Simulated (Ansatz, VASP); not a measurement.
Two plane-wave programs on Ga3O2

File INCAR:

```
  PREC = Accurate
  ENCUT = 520
  EDIFF = 1E-7
  ISMEAR = 0
  SIGMA = 0.1
  LREAL = False
  LASPH = True
  NELM = 150
  ALGO = Normal
  ISIF = 2
  LWAVE = False
  LCHARG = False
  ISPIN = 2
  MAGMOM = 0 0 0 1 1
  LORBIT = 11
  GGA = PE
  NBANDS = 38
```

The input KPOINTS:

```
regular mesh
0
Gamma
  4 4 4
```

POSCAR

```
Ga3O2
1.0
    0.0000000000      3.6398816600      3.3475846800
    3.5778551200      0.0000000000      3.3475846800
    3.5778551200      3.6398816600      0.0000000000
Ga O
3 2
Direct
    0.1219968700      0.1219968700      0.8780031300
    0.4366664600      0.4366664600      0.0633335400
    0.9366664600      0.9366664600      0.5633335400
    0.7709920800      0.9842611100      0.2290079200
    0.9842611100      0.7709920800      0.0157388900
```

Input for Ansatz:

```yaml
crystal:
  lattice:
    - [0.0, 3.63988166, 3.34758468]
    - [3.57785512, 0.0, 3.34758468]
    - [3.57785512, 3.63988166, 0.0]
  atoms:
    - { symbol: Ga, position: [0.12199687, 0.12199687, 0.87800313] }
    - { symbol: Ga, position: [0.43666646, 0.43666646, 0.06333354] }
    - { symbol: Ga, position: [0.93666646, 0.93666646, 0.56333354] }
    - { symbol: O, position: [0.77099208, 0.98426111, 0.22900792], spin: 1.0 }
    - { symbol: O, position: [0.98426111, 0.77099208, 0.01573889], spin: 1.0 }
basis:
  ecutwfc: 420
kpoints:
  mp_grid: { grid: [4, 4, 4] }
hamiltonian:
  xc: pbe
scf:
  occupations: { method: gaussian, width: 0.1 }
  lower_state_search: "off"
output:
  forces: true
  stress: true
  eigenvalues: true
  populations: true
magnetization:
  spin_polarized: true
```

Alike in both runs: task single point; functional PBE; k mesh 4 × 4 × 4; occupations gaussian, width 0.1 eV; collinear spin.

```csv
,VASP,Ansatz
version,VASP 6.6.1,Ansatz 0.2.0
potentials or method,"VASP PAW PBE potentials, release 64 (Ga_d, O), cutoff 520 eV","scalar-relativistic, plane waves, PAW"
valence electrons in the cell,51,51
```

|  | VASP | Ansatz | Ansatz less VASP |
| --- | --- | --- | --- |
| gap on the k mesh at the Fermi level (eV) | none | none | - |
| pressure (GPa) | 15.7 | 15.4 | -0.31 |
| traceless stress, the component that is largest in VASP (GPa) | 2.50 | 2.20 | -0.299 |
| rms of the force components (eV/Å) | 2.695 | 2.627 | -0.0678 |
| net moment per atom (μB) | 0.00 | 0.00 | 0.000 |

Atom by atom the forces differ by 0.079 eV/Å (rms over components). A gap of «none» marks a metal or a gap that the smearing closes. The functional is the same, so the differences come from potentials, cutoffs and numerics. Ansatz's warnings: seeded moment not kept.

The k mesh is coarse, so the values compare programs but aren't converged.
